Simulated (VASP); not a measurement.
# Cu (I4/mmm) in VASP: a series of runs

The runs below take Cu through single point, with PBE.

Program: VASP 6.6.1. These are calculated values, not measurements. Logs are shortened: lines on timing, memory, paths and dates and some standing lists are left out, and cuts for length are marked.

## Step 1: The cell of the first run

It takes space group I4/mmm (No. 139, tetragonal). Conventional cell: a = 2.772 Å, b = 2.772 Å, c = 3.109 Å, α = 90.00°, β = 90.00°, γ = 90.00°. Cu (site symmetry 4/mmm) has 14 Cu at 2.50 to 3.11 Å within 3.3 Å.

## Step 2: Single point, PBE (11.94 Å³/atom)

INCAR

```
PREC = Accurate
ENCUT = 520
EDIFF = 1E-7
ISMEAR = 0
SIGMA = 0.15
LREAL = False
LASPH = True
NELM = 100
ALGO = Fast
ISIF = 2
LWAVE = False
LCHARG = True
GGA = PE
LELF = True
LVHAR = True
NBANDS = 12
```

KPOINTS

```
Automatic mesh
0
Gamma
  24 24 24
```

POSCAR

```
Cu
1.0
    0.0000000000      1.9599712087      1.5546491627
    1.9599712087      0.0000000000      1.5546491627
    1.9599712087      1.9599712087      0.0000000000
Cu
1
Direct
    0.0000000000      0.0000000000      0.0000000000
```

Potentials or basis: VASP PAW PBE potentials, release 64 (Cu).

On the command line:

```
$ cat potpaw_PBE.64/Cu/POTCAR > POTCAR
$ mpirun -np 1 vasp_std > vasp.out
```

OUTCAR:

```text
PREC = Accurate
   ENCUT = 520
   EDIFF = 1E-7
   ISMEAR = 0
   LREAL = False
   LASPH = True
   NELM = 100
   ISIF = 2
   GGA = PE

 ion  position               nearest neighbor table
   1  0.000  0.000  0.000-

  LATTYP: Found a body centered tetragonal cell.
 ALAT       =     2.7718178652
 C/A-ratio  =     1.1217541976

  Lattice vectors:

 A1 = (   0.0000000000,  -1.9599712087,  -1.5546491627)
 A2 = (   0.0000000000,   1.9599712087,  -1.5546491627)
 A3 = (   1.9599712087,   0.0000000000,   1.5546491627)

Analysis of symmetry for initial positions (statically):
=====================================================================
 Subroutine PRICEL returns:
 Original cell was already a primitive cell.

 Routine SETGRP: Setting up the symmetry group for a
 body centered tetragonal supercell.

 Subroutine GETGRP returns: Found 16 space group operations
 (whereof 16 operations were pure point group operations)
 out of a pool of 16 trial point group operations.

The static configuration has the point symmetry D_4h.

Analysis of symmetry for dynamics (positions and initial velocities):
=====================================================================
 Subroutine PRICEL returns:
 Original cell was already a primitive cell.

 Routine SETGRP: Setting up the symmetry group for a
 body centered tetragonal supercell.

 Subroutine GETGRP returns: Found 16 space group operations
 (whereof 16 operations were pure point group operations)
 out of a pool of 16 trial point group operations.

The dynamic configuration has the point symmetry D_4h.

 Subroutine INISYM returns: Found 16 space group operations
 (whereof 16 operations are pure point group operations),
 and found     1 'primitive' translations

----------------------------------------------------------------------------------------

                                     Primitive cell

  volume of cell :      11.9443

  direct lattice vectors                    reciprocal lattice vectors
     0.000000000  1.959971209  1.554649163    -0.255105788  0.255105788  0.321615971
     1.959971209  0.000000000  1.554649163     0.255105788 -0.255105788  0.321615971
     1.959971209  1.959971209  0.000000000     0.255105788  0.255105788 -0.321615971

  length of vectors
     2.501683665  2.501683665  2.771817865     0.483316417  0.483316417  0.483316417

  position of ions in fractional coordinates (direct lattice)
     0.000000000  0.000000000  0.000000000

  ion indices of the primitive-cell ions
   primitive index   ion index
                 1           1

----------------------------------------------------------------------------------------

 KPOINTS: Automatic mesh

Automatic generation of k-mesh.
 Grid dimensions read from file:
 generate k-points for:   24   24   24

 Generating k-lattice:

  Cartesian coordinates                     Fractional coordinates (reciprocal lattice)
    -0.010629408  0.010629408  0.013400665     0.041666667  0.000000000  0.000000000
     0.010629408 -0.010629408  0.013400665     0.000000000  0.041666667  0.000000000
     0.010629408  0.010629408 -0.013400665    -0.000000000 -0.000000000  0.041666667

  Length of vectors
     0.020138184  0.020138184  0.020138184

  Shift w.r.t. Gamma in fractional coordinates (k-lattice)
     0.000000000  0.000000000  0.000000000

 Subroutine IBZKPT returns following result:
 ===========================================

 Found   1063 irreducible k-points:

 Following reciprocal coordinates:
            Coordinates               Weight
  0.000000  0.000000  0.000000      1.000000
  0.041667  0.000000  0.000000      8.000000
  0.083333  0.000000  0.000000      8.000000
  0.125000  0.000000  0.000000      8.000000
  0.166667  0.000000  0.000000      8.000000
  0.208333  0.000000  0.000000      8.000000
[... 16 lines left out ...]
  0.416667  0.041667  0.000000      8.000000
  0.458333  0.041667  0.000000      8.000000
 [... further k-points ...]
   k-points           NKPTS =   1063   k-points in BZ     NKDIM =   1063   number of bands    NBANDS=     12
   number of dos      NEDOS =    301   number of ions     NIONS =      1
   total plane-waves  NPLWV =   9600
   dimension x,y,z NGX =    20 NGY =   20 NGZ =   24
   dimension x,y,z NGXF=    40 NGYF=   40 NGZF=   48
   ions per type =               1
   NGX,Y,Z   is equivalent  to a cutoff of  13.29, 13.29, 14.39 a.u.
   NGXF,Y,Z  is equivalent  to a cutoff of  26.58, 26.58, 28.79 a.u.
 SYSTEM =  unknown system
   PREC   = accura    normal or accurate (medium, high low for compatibility)
   ISTART =      0    job   : 0-new  1-cont  2-samecut
   ICHARG =      2    charge: 1-file 2-atom 10-const
   ISPIN  =      1    spin polarized calculation?
   LNONCOLLINEAR =      F non collinear calculations
   LSORBIT =      F    spin-orbit coupling
   LASPH  =      T    aspherical Exc in radial PAW
   ENCUT  =  520.0 eV  38.22 Ry    6.18 a.u.   4.65  4.65  5.15*2*pi/ulx,y,z
   NELM   =    100;   NELMIN=  2; NELMDL= -5     # of ELM steps
   EDIFF  = 0.1E-06   stopping-criterion for ELM
   LREAL  =      F    real-space projection
   EDIFFG = 0.1E-05   stopping-criterion for IOM
   NSW    =      0    number of steps for IOM
   IBRION =     -1    ionic relax: 0-MD 1-quasi-New 2-CG
   NFREE  =      0    steps in history (QN), initial steepest desc. (CG)
   ISIF   =      2    stress and relaxation
   ISYM   =      2    0-nonsym 1-usesym 2-fastsym
   POTIM  = 0.5000    time-step for ionic-motion
   TEBEG  =    0.0;   TEEND  =   0.0 temperature during run
   PSTRESS=    0.0 pullay stress
   NELECT =      11.0000    total number of electrons
   NUPDOWN=      -1.0000    fix difference up-down
   EMIN   =  10.00;   EMAX   =-10.00  energy-range for DOS
   EFERMI =   0.00;   METHOD = LEGACY
   ISMEAR =     0;   SIGMA  =   0.15  broadening in eV -4-tet -1-fermi 0-gaus
   EFERMI_NEDOS =   21; number of points for ismear=-14 and -15
   IALGO  =     68    algorithm
   IMIX   =      4    mixing-type and parameters
     AMIX     =   0.40;   BMIX     =  1.00
     AMIX_MAG =   1.60;   BMIX_MAG =  1.00
  volume/ion in A,a.u.               =      11.94        80.60
  Fermi-wavevector in a.u.,A,eV,Ry     =   1.592765  3.009890 34.516640  2.536901
  Thomas-Fermi vector in A             =   2.691100
   LORBIT       =      0    0 simple, 1 ext, 2 COOP (PROOUT), +10 PAW based schemes
   GGA     = PE    functional components
   LHFCALC =     F    Hartree Fock is set to
   AEXX    =    0.0000 exact exchange contribution
   IVDW    =     0    specifies the selected vdW correction
   LEPSILON=     F    determine dielectric tensor
   LRPA    =     F    only Hartree local field effects (RPA)
 non-spin polarized calculation
 RMM-DIIS sequential band-by-band and
 Gauss-broadening in eV      SIGMA  =   0.15
  energy-cutoff  :      520.00
  volume of cell :       11.94
 maximum number of plane-waves:       337
   NGX =  9   NGY =  9   NGZ = 11

 number of electron      11.0000008 magnetization

 Free energy of the ion-electron system (eV)
  ---------------------------------------------------
  ext. energy  EPLUGINS =         0.00000000
  ---------------------------------------------------
  free energy    TOTEN  =        -3.69907714 eV

  energy without entropy =       -3.69505210  energy(sigma->0) =       -3.69706462

 E-fermi :   7.4532     XC(G=0): -12.6610

 val. band max:        7.4471577097   @ k =   0.4583   0.1250   0.0000
 cond. band min:       7.4589915782   @ k =  -0.4583  -0.0000   0.0833
 fundamental gap:      0.0118338685
 Fermi energy:         7.4531661727

 k-point     1 :       0.0000    0.0000    0.0000
  band No.  band energies     occupation
      1      -1.8142      2.00000
      2       4.2909      2.00000
      3       4.2909      2.00000
      4       4.6730      2.00000
      5       5.1174      2.00000
      6       5.5082      2.00000
      7      31.0230      0.00000
      8      32.6081      0.00000
      9      32.6081      0.00000
     10      34.0414      0.00000
     11      35.3666      0.00000
     12      35.9837      0.00000

 k-point     2 :       0.0417    0.0000    0.0000
  band No.  band energies     occupation
      1      -1.7498      2.00000
      2       4.2913      2.00000
      3       4.3004      2.00000
      4       4.6764      2.00000
      5       5.1117      2.00000
      6       5.5017      2.00000
      7      30.5664      0.00000
      8      31.9859      0.00000
      9      32.3694      0.00000
     10      33.5361      0.00000
     11      35.6424      0.00000
     12      35.9795      0.00000

 k-point     3 :       0.0833    0.0000    0.0000
  band No.  band energies     occupation
      1      -1.5576      2.00000
      2       4.2906      2.00000
      3       4.3191      2.00000
      4       4.6960      2.00000
      5       5.0966      2.00000
      6       5.4842      2.00000
      7      28.8930      0.00000
      8      31.3450      0.00000
      9      31.8113      0.00000
     10      33.1250      0.00000
     11      35.0816      0.00000
     12      35.1420      0.00000
[... 286 lines left out ...]
 k-point    23 :       0.4167    0.0417    0.0000
  band No.  band energies     occupation
      1       2.3313      2.00000
      2       3.9594      2.00000
      3       5.0436      2.00000
      4       5.0979      2.00000
      5       5.9205      2.00000
      6       5.9708      2.00000
      7      13.2773      0.00000
      8      25.7374      0.00000
      9      26.0123      0.00000
     10      30.6422      0.00000
     11      32.8565      0.00000
     12      37.4841      0.00000

 k-point    24 :       0.4583    0.0417    0.0000
  band No.  band energies     occupation
      1       2.4578      2.00000
      2       3.9286      2.00000
      3       5.0210      2.00000
      4       5.2961      2.00000
      5       6.0060      2.00000
      6       6.5424      2.00000
      7      12.0262      0.00000
      8      25.5780      0.00000
      9      25.8428      0.00000
     10      30.4000      0.00000
     11      32.7316      0.00000
     12      36.8523      0.00000

 [... further k-points ...]

------------------------ aborting loop because EDIFF is reached ----------------------------------------

  FORCE on cell =-STRESS in cart. coord.  units (eV):
  Direction    XX          YY          ZZ          XY          YZ          ZX
  --------------------------------------------------------------------------------------
  -------------------------------------------------------------------------------------
  Total        0.0521470      0.0521470      0.2339955      0.0000000     -0.0000000      0.0000000
  in kB        6.9948500      6.9948500     31.3874663      0.0000000     -0.0000000      0.0000000
  external PRESSURE =      15.1257221 kB  Pullay stress =       0.0000000 kB

 VOLUME and BASIS-vectors are now :
 -----------------------------------------------------------------------------
  energy-cutoff  :      520.00
  volume of cell :       11.94
      direct lattice vectors                 reciprocal lattice vectors
     0.000000000  1.959971209  1.554649163    -0.255105788  0.255105788  0.321615971
     1.959971209  0.000000000  1.554649163     0.255105788 -0.255105788  0.321615971
     1.959971209  1.959971209  0.000000000     0.255105788  0.255105788 -0.321615971

 POSITION                                       TOTAL-FORCE (eV/Angst)
 -----------------------------------------------------------------------------------
      0.00000      0.00000      0.00000         0.000000      0.000000      0.000000
 -----------------------------------------------------------------------------------
    total drift:                               -0.000000     -0.000000     -0.000000

  FREE ENERGIE OF THE ION-ELECTRON SYSTEM (eV)
  ---------------------------------------------------
  free  energy   TOTEN  =        -3.6990771418 eV

  energy  without entropy=       -3.6950520992  energy(sigma->0) =       -3.69706462
```

Wall time 2.4 min (1 thread of AMD EPYC 7R13 (Zen 3), shared host); peak memory 0.22 GiB.

What came out:

* Free energy: -3.6991 eV
* Pressure: 1.5 GPa
* Band gap on the k mesh: zero (an odd number of electrons rules out a gap without spin polarisation)

Levels at points of the mesh, in eV from the Fermi level:
```
           k point  band 3  band 4  band 5  band 6  band 7  band 8  band 9  band 10
(0.00, 0.00, 0.00)   -3.16   -2.78   -2.34   -1.94   23.57   25.15   25.15    26.59
(0.50, 0.00, 0.00)   -2.41   -1.90   -1.42   -0.80    3.95   18.48   18.63    22.23
(0.50, 0.50, 0.00)   -1.60   -1.49   -1.49    5.52    9.62    9.62   11.46    14.69
(0.50, 0.00, 0.50)   -1.86   -1.84   -1.34    0.04    5.13   15.47   15.61    19.60
```

## Step 3: Single point, PBE (11.94 Å³/atom)

INCAR

```
SYSTEM = Cu
  PREC = Accurate
  ENCUT = 520
  EDIFF = 1E-6
  ISMEAR = 0
  SIGMA = 0.15
  LREAL = .False.
  LASPH = .True.
  NELM = 80
  ALGO = Fast
  ISIF = 2
  LWAVE = .False.
  LCHARG = .True.
  GGA = PE
  LELF = .True.
  LVHAR = .True.
  NBANDS = 12
```

KPOINTS

```
regular mesh
0
Gamma
  24 24 24
  0 0 0
```

POSCAR

```
Cu
1.0
    0.0000000000      1.8616034381      1.7232863027
    1.8616034381      0.0000000000      1.7232863027
    1.8616034381      1.8616034381      0.0000000000
Cu
1
Direct
    0.0000000000      0.0000000000      0.0000000000
```

Potentials or basis: VASP PAW PBE potentials, release 64 (Cu).

On the command line:

```
$ cat potpaw_PBE.64/Cu/POTCAR > POTCAR
$ mpirun -np 1 vasp_std > vasp.out
```

OUTCAR:

```text
SYSTEM = Cu
   PREC = Accurate
   ENCUT = 520
   EDIFF = 1E-6
   ISMEAR = 0
   LREAL = .False.
   LASPH = .True.
   NELM = 80
   ISIF = 2
   GGA = PE

 ion  position               nearest neighbor table
   1  0.000  0.000  0.000-

  LATTYP: Found a body centered tetragonal cell.
 ALAT       =     2.6327048299
 C/A-ratio  =     1.3091374947

  Lattice vectors:

 A1 = (   0.0000000000,  -1.8616034381,  -1.7232863027)
 A2 = (   0.0000000000,   1.8616034381,  -1.7232863027)
 A3 = (   1.8616034381,   0.0000000000,   1.7232863027)

Analysis of symmetry for initial positions (statically):
=====================================================================
 Subroutine PRICEL returns:
 Original cell was already a primitive cell.

 Routine SETGRP: Setting up the symmetry group for a
 body centered tetragonal supercell.

 Subroutine GETGRP returns: Found 16 space group operations
 (whereof 16 operations were pure point group operations)
 out of a pool of 16 trial point group operations.

The static configuration has the point symmetry D_4h.

Analysis of symmetry for dynamics (positions and initial velocities):
=====================================================================
 Subroutine PRICEL returns:
 Original cell was already a primitive cell.

 Routine SETGRP: Setting up the symmetry group for a
 body centered tetragonal supercell.

 Subroutine GETGRP returns: Found 16 space group operations
 (whereof 16 operations were pure point group operations)
 out of a pool of 16 trial point group operations.

The dynamic configuration has the point symmetry D_4h.

 Subroutine INISYM returns: Found 16 space group operations
 (whereof 16 operations are pure point group operations),
 and found     1 'primitive' translations

----------------------------------------------------------------------------------------

                                     Primitive cell

  volume of cell :      11.9443
[... 113 lines left out ...]
   LHFCALC =     F    Hartree Fock is set to
   AEXX    =    0.0000 exact exchange contribution
   IVDW    =     0    specifies the selected vdW correction
   LEPSILON=     F    determine dielectric tensor
   LRPA    =     F    only Hartree local field effects (RPA)
 non-spin polarized calculation
 RMM-DIIS sequential band-by-band and
 Gauss-broadening in eV      SIGMA  =   0.15
  energy-cutoff  :      520.00
  volume of cell :       11.94
 maximum number of plane-waves:       340
   NGX =  9   NGY =  9   NGZ =  9

 number of electron      11.0000003 magnetization

 Free energy of the ion-electron system (eV)
  ---------------------------------------------------
  ext. energy  EPLUGINS =         0.00000000
  ---------------------------------------------------
  free energy    TOTEN  =        -3.72323391 eV

  energy without entropy =       -3.71994771  energy(sigma->0) =       -3.72159081

 E-fermi :   7.4581     XC(G=0): -12.6604

 val. band max:        7.4489550719   @ k =   0.4583   0.0000   0.3750
 cond. band min:       7.4745140139   @ k =  -0.4167   0.1250   0.0000
 fundamental gap:      0.0255589420
 Fermi energy:         7.4581232589

 k-point     1 :       0.0000    0.0000    0.0000
  band No.  band energies     occupation
      1      -1.8181      2.00000
      2       4.3524      2.00000
      3       4.3524      2.00000
      4       4.6913      2.00000
      5       5.0726      2.00000
      6       5.4146      2.00000
      7      30.0661      0.00000
      8      32.4653      0.00000
      9      32.4653      0.00000
     10      32.7891      0.00000
     11      34.9339      0.00000
     12      35.1473      0.00000
[... 331 lines left out ...]
 k-point    24 :       0.4583    0.0417    0.0000
  band No.  band energies     occupation
      1       2.4160      2.00000
      2       4.2724      2.00000
      3       4.6042      2.00000
      4       5.3798      2.00000
      5       5.8790      2.00000
      6       6.3769      2.00000
      7      11.9298      0.00000
      8      27.4467      0.00000
      9      27.5261      0.00000
     10      31.1696      0.00000
     11      32.2894      0.00000
     12      33.6469      0.00000

 [... further k-points ...]

------------------------ aborting loop because EDIFF is reached ----------------------------------------

  FORCE on cell =-STRESS in cart. coord.  units (eV):
  Direction    XX          YY          ZZ          XY          YZ          ZX
  --------------------------------------------------------------------------------------
  -------------------------------------------------------------------------------------
  Total       -0.0155507     -0.0155507      0.2145605      0.0000000      0.0000000     -0.0000000
  in kB       -2.0859273     -2.0859273     28.7805124      0.0000000      0.0000000     -0.0000000
  external PRESSURE =       8.2028859 kB  Pullay stress =       0.0000000 kB

 VOLUME and BASIS-vectors are now :
 -----------------------------------------------------------------------------
  energy-cutoff  :      520.00
  volume of cell :       11.94
      direct lattice vectors                 reciprocal lattice vectors
     0.000000000  1.861603438  1.723286303    -0.268585666  0.268585666  0.290143315
     1.861603438  0.000000000  1.723286303     0.268585666 -0.268585666  0.290143315
     1.861603438  1.861603438  0.000000000     0.268585666  0.268585666 -0.290143315

 POSITION                                       TOTAL-FORCE (eV/Angst)
 -----------------------------------------------------------------------------------
      0.00000      0.00000      0.00000         0.000000      0.000000      0.000000
 -----------------------------------------------------------------------------------
    total drift:                               -0.000000     -0.000000     -0.000000

  FREE ENERGIE OF THE ION-ELECTRON SYSTEM (eV)
  ---------------------------------------------------
  free  energy   TOTEN  =        -3.7232339070 eV

  energy  without entropy=       -3.7199477132  energy(sigma->0) =       -3.72159081
```

Wall time 1.9 min (1 thread of AMD EPYC 7R13 (Zen 3), shared host); peak memory 0.22 GiB.

What came out:

```yaml
Free_energy: -3.7232 eV
Pressure: 0.8 GPa
Band_gap_on_the_k_mesh: zero (an odd number of electrons rules out a gap without spin polarisation)
```

Stress tensor (GPa, compression positive):
```
-0.21  0.00  0.00
 0.00 -0.21  0.00
 0.00  0.00  2.88
```

Levels at points of the mesh, in eV from the Fermi level:
| k point | band 3 | band 4 | band 5 | band 6 | band 7 | band 8 | band 9 | band 10 |
| --- | --- | --- | --- | --- | --- | --- | --- | --- |
| (0.00, 0.00, 0.00) | -3.11 | -2.77 | -2.39 | -2.04 | 22.61 | 25.01 | 25.01 | 25.33 |
| (0.50, 0.00, 0.00) | -2.84 | -1.72 | -1.56 | -0.96 | 3.72 | 20.21 | 20.68 | 23.91 |
| (0.50, 0.50, 0.00) | -1.66 | -1.48 | -1.48 | 2.66 | 8.42 | 11.80 | 11.80 | 16.47 |
| (0.50, 0.00, 0.50) | -1.67 | -1.62 | -1.41 | 0.97 | 6.36 | 13.61 | 13.72 | 18.02 |

(Continued in part 2 of 2.)

The gap in the log of VASP goes by the Fermi energy; the results here count the filled bands.